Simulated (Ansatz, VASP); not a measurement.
One calculation of Au, two programs

```
Au
1.0
     1.40184   -2.53878    0.00000
     1.40184    2.53878    0.00000
     0.00000    0.00000    4.86033
Au
2
Cartesian
  1.4018 0.8395 1.2151
  1.4018 -0.8395 3.6452
```

Alike in both runs: task single point; functional r2SCAN; k mesh 11 × 11 × 6; occupations fermi-dirac, width 0.05 eV; no spin polarisation.

|  | VASP | Ansatz |
| --- | --- | --- |
| version | VASP 6.6.1 | Ansatz 0.2.0 |
| potentials or method | VASP PAW PBE potentials, release 64 (Au) | Ansatz PAW |
| plane-wave cutoff (eV) | 520 | 500 |
| valence electrons in the cell | 22 | 38 |

|  | VASP | Ansatz | Ansatz less VASP |
| --- | --- | --- | --- |
| gap on the k mesh at the Fermi level (eV) | none | none | - |
| pressure (GPa) | 3.1 | 2.8 | -0.30 |
| traceless stress, the component that is largest in VASP (GPa) | 3.05 | 2.98 | -0.067 |
| rms of the force components (eV/Å) | 0.013 | 0.012 | -0.0004 |

VASP's potentials were made for PBE, not for r2SCAN. Atom by atom the forces differ by 0.000 eV/Å (rms over components). A gap of «none» marks a metal or a gap that the smearing closes. VASP's potentials hold 22 valence electrons a cell and Ansatz's 38, so a difference there can come from the potentials and not from the codes.

Spin-orbit coupling is off throughout.
